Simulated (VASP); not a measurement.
# W4S9 in VASP: single point with PBE+D3(BJ)

Aim: the single point of W4S9 with PBE+D3(BJ).

Everything below comes from runs of VASP 6.6.1. Logs are shortened: lines on timing, memory, paths and dates and some standing lists are left out, and cuts for length are marked.

### 1 The cell of the first run

The cell holds a slab with vacuum, 13 atoms: a = 6.319 Å, b = 6.319 Å, c = 18.652 Å, α = 90.00°, β = 90.00°, γ = 120.00°.

### 2 Single point, PBE+D3(BJ), collinear spin

Input file INCAR:

```
ALGO = Normal ; DIPOL = 0.5 0.5 0.316
EDIFF = 1E-6 ; ENCUT = 400
GGA = PE ; GGA_COMPAT = F
IDIPOL = 3 ; ISIF = 2
ISMEAR = 0 ; ISPIN = 2
IVDW = 12 ; LASPH = T
LCHARG = F ; LDIPOL = T
LMAXMIX = 4 ; LORBIT = 11
LREAL = F ; LWAVE = F
MAGMOM = 0 0 0 0 0 0 0 0 2 0 0 0 0 ; NBANDS = 71
NELM = 200 ; NELMDL = -8
PREC = Accurate ; SIGMA = 0.05
```

Input file KPOINTS:

```
k-points
0
Gamma
  6 6 1
```

Input file POSCAR:

```
W4S9
1.0
    6.3190915435      0.0000000000      0.0000000000
   -3.1595457717      5.4724938055      0.0000000000
    0.0000000000      0.0000000000     18.6521288227
S W
9 4
Direct
    0.1666666667      0.3333333333      0.2144527329
    0.1666666667      0.8333333333      0.2144527329
    0.6666666667      0.3333333333      0.2144527329
    0.6666666667      0.8333333333      0.2144527329
    0.1666666667      0.3333333333      0.3834483930
    0.1666666667      0.8333333333      0.3834483930
    0.6666666667      0.3333333333      0.3834483930
    0.6666666667      0.8333333333      0.3834483930
    0.3333333333      0.6666666667      0.5167551812
    0.3333333333      0.1666666667      0.2989505585
    0.3333333333      0.6666666667      0.2989505585
    0.8333333333      0.1666666667      0.2989505585
    0.8333333333      0.6666666667      0.2989505585
```

Potentials or basis: VASP PAW PBE potentials, release 64 (S, W_sv).

Command:

```
> cat potpaw_PBE.64/S/POTCAR potpaw_PBE.64/W_sv/POTCAR > POTCAR
> mpirun -np 1 vasp_std > vasp.out
```

OUTCAR:

```text
EDIFF = 1E-6
   ENCUT = 400
   GGA = PE
   ISIF = 2
   ISMEAR = 0
   ISPIN = 2
   IVDW = 12
   LASPH = T
   LORBIT = 11
   LREAL = F
   NELM = 200
   NELMDL = -8
   PREC = Accurate
 IVDW          = 12

 ion  position               nearest neighbor table
   1  0.167  0.333  0.214-  10 2.41  11 2.41  12 2.41
   2  0.167  0.833  0.214-  11 2.41  10 2.41  13 2.41
   3  0.667  0.333  0.214-  12 2.41  13 2.41  10 2.41
   4  0.667  0.833  0.214-  13 2.41  12 2.41  11 2.41
   5  0.167  0.333  0.383-  10 2.41  11 2.41  12 2.41
   6  0.167  0.833  0.383-  11 2.41  10 2.41  13 2.41
   7  0.667  0.333  0.383-  12 2.41  13 2.41  10 2.41
   8  0.667  0.833  0.383-  13 2.41  12 2.41  11 2.41
   9  0.333  0.667  0.517-
  10  0.333  0.167  0.299-   1 2.41   2 2.41   3 2.41   5 2.41   6 2.41   7 2.41  11 3.16  11 3.16
                            12 3.16  12 3.16  13 3.16  13 3.16
  11  0.333  0.667  0.299-   2 2.41   1 2.41   4 2.41   6 2.41   5 2.41   8 2.41  10 3.16  10 3.16
                            13 3.16  13 3.16  12 3.16  12 3.16
  12  0.833  0.167  0.299-   3 2.41   4 2.41   1 2.41   7 2.41   8 2.41   5 2.41  13 3.16  13 3.16
                            10 3.16  10 3.16  11 3.16  11 3.16
  13  0.833  0.667  0.299-   4 2.41   3 2.41   2 2.41   8 2.41   7 2.41   6 2.41  12 3.16  12 3.16
                            11 3.16  11 3.16  10 3.16  10 3.16

  LATTYP: Found a hexagonal cell.
 ALAT       =     6.3190915435
 C/A-ratio  =     2.9517104942

  Lattice vectors:

 A1 = (   6.3190915435,   0.0000000000,   0.0000000000)
 A2 = (  -3.1595457717,   5.4724938055,   0.0000000000)
 A3 = (   0.0000000000,   0.0000000000,  18.6521288227)

Analysis of symmetry for initial positions (statically):
=====================================================================
 Subroutine PRICEL returns:
 Original cell was already a primitive cell.

 Routine SETGRP: Setting up the symmetry group for a
 hexagonal supercell.

 Subroutine GETGRP returns: Found  6 space group operations
 (whereof  6 operations were pure point group operations)
 out of a pool of 24 trial point group operations.

The static configuration has the point symmetry C_3v.

Analysis of symmetry for dynamics (positions and initial velocities):
=====================================================================
 Subroutine PRICEL returns:
 Original cell was already a primitive cell.
[... 194 lines left out ...]
      5     -39.8834      1.00000
      6     -39.8632      1.00000
[... 479 lines left out ...]
     66       1.7340      0.00000
     67       1.8635      0.00000
 Fermi energy:        -0.9861935631

 spin component 2

 k-point     1 :       0.0000    0.0000    0.0000
  band No.  band energies     occupation
      1     -75.4292      1.00000
      2     -75.4136      1.00000
      3     -75.4136      1.00000
      4     -75.3893      1.00000
      5     -39.8657      1.00000
      6     -39.8543      1.00000
[... 479 lines left out ...]
     66       1.7774      0.00000
     67       1.9042      0.00000
 [bands above 67 left out]

------------------------ aborting loop because EDIFF is reached ----------------------------------------

 vacuum level on the upper side and lower side of the slab       (xc-potential included)         0.144        -0.531

 Edisp (eV)   -4.00138

 E8    (eV) :    -1.7772

  FORCE on cell =-STRESS in cart. coord.  units (eV):
  Direction    XX          YY          ZZ          XY          YZ          ZX
  --------------------------------------------------------------------------------------
  -------------------------------------------------------------------------------------
  Total      -0.18881    -0.18881     0.35555    -0.00000     0.00000     0.00000
  in kB      -0.46900    -0.46900     0.88317    -0.00000     0.00000     0.00000
  external pressure =       -0.02 kB  Pullay stress =        0.00 kB

 VOLUME and BASIS-vectors are now :
 -----------------------------------------------------------------------------
  energy-cutoff  :      400.00
  volume of cell :      645.01
      direct lattice vectors                 reciprocal lattice vectors
     6.319091543  0.000000000  0.000000000     0.158250596  0.091366024  0.000000000
    -3.159545772  5.472493806  0.000000000     0.000000000  0.182732048  0.000000000
     0.000000000  0.000000000 18.652128823     0.000000000  0.000000000  0.053613183

 POSITION                                       TOTAL-FORCE (eV/Angst)
 -----------------------------------------------------------------------------------
      0.00000      1.82416      4.00000         0.000000      0.005545     -0.028110
     -1.57977      4.56041      4.00000         0.004802     -0.002772     -0.028110
      3.15955      1.82416      4.00000         0.000000     -0.000000     -0.012161
      1.57977      4.56041      4.00000        -0.004802     -0.002772     -0.028110
      0.00000      1.82416      7.15213         0.000000      0.056139     -0.004761
     -1.57977      4.56041      7.15213         0.048618     -0.028069     -0.004761
      3.15955      1.82416      7.15213         0.000000      0.000000      0.058860
      1.57977      4.56041      7.15213        -0.048618     -0.028069     -0.004761
     -0.00000      3.64833      9.63858         0.000000      0.000000      0.072027
      1.57977      0.91208      5.57606        -0.000209     -0.000121     -0.026067
     -0.00000      3.64833      5.57606         0.000000     -0.000000      0.058086
      4.73932      0.91208      5.57606         0.000209     -0.000121     -0.026067
      3.15955      3.64833      5.57606         0.000000      0.000242     -0.026067
 -----------------------------------------------------------------------------------
    total drift:                                0.000001     -0.000001     -0.001033

  FREE ENERGIE OF THE ION-ELECTRON SYSTEM (eV)
  ---------------------------------------------------
  free  energy   TOTEN  =       -99.7432346391 eV

  energy  without entropy=      -99.7360304236  energy(sigma->0) =      -99.73963253

 vacuum level on the upper side and lower side of the slab         4.763         4.072

 total charge

# of ion       s       p       d       tot
------------------------------------------
    1        1.359   2.364   0.000   3.722
    2        1.359   2.364   0.000   3.722
    3        1.359   2.363   0.000   3.722
    4        1.359   2.364   0.000   3.722
    5        1.364   2.345   0.000   3.710
    6        1.364   2.345   0.000   3.710
    7        1.359   2.363   0.000   3.723
    8        1.364   2.345   0.000   3.710
    9        1.399   2.115   0.000   3.514
   10        2.320   6.328   3.379  12.027
   11        2.319   6.329   3.383  12.032
   12        2.320   6.328   3.379  12.027
   13        2.320   6.328   3.379  12.027
--------------------------------------------------
tot         21.567  46.282  13.519  81.368

 magnetization (x)

# of ion       s       p       d       tot
------------------------------------------
    1        0.000   0.001   0.000   0.002
    2        0.000   0.001   0.000   0.002
    3        0.000   0.002   0.000   0.003
    4        0.000   0.001   0.000   0.002
    5        0.007   0.025   0.000   0.032
    6        0.007   0.025   0.000   0.032
    7        0.000   0.006   0.000   0.006
    8        0.007   0.025   0.000   0.032
    9        0.024   0.987   0.000   1.011
   10        0.002   0.002   0.027   0.031
   11       -0.001  -0.000  -0.009  -0.010
   12        0.002   0.002   0.027   0.031
   13        0.002   0.002   0.027   0.031
--------------------------------------------------
tot          0.050   1.082   0.074   1.205
```

Run time: 15 min. Hardware: 1 thread of Oxide Virtual Turin-like, shared host; peak memory 0.78 GiB.

Results:

- Free energy: -99.7432 eV
- Largest force: 0.072 eV/Å
- Band gap on the k mesh: zero (filled and empty bands overlap)
- Net moment: 2.00 μB per cell
- Site moments: S +0.00, +0.03, +0.01, +1.01 (each value once); W +0.03, -0.01 (each value once) μB
- Valence electrons inside the program's atomic spheres: S 3.72, 3.71, 3.51 (each value once); W 12.03
- Dispersion energy per atom: -0.308 eV

Forces on the atoms (eV/Å):
```
S    0.000  0.006 -0.028
S    0.005 -0.003 -0.028
S    0.000  0.000 -0.012
S   -0.005 -0.003 -0.028
S    0.000  0.056 -0.005
S    0.049 -0.028 -0.005
S    0.000  0.000  0.059
S   -0.049 -0.028 -0.005
S    0.000  0.000  0.072
W    0.000  0.000 -0.026
W    0.000  0.000  0.058
W    0.000  0.000 -0.026
W    0.000  0.000 -0.026
```

Caveat: spin-orbit coupling is left out, which moves the levels of the heavy elements.
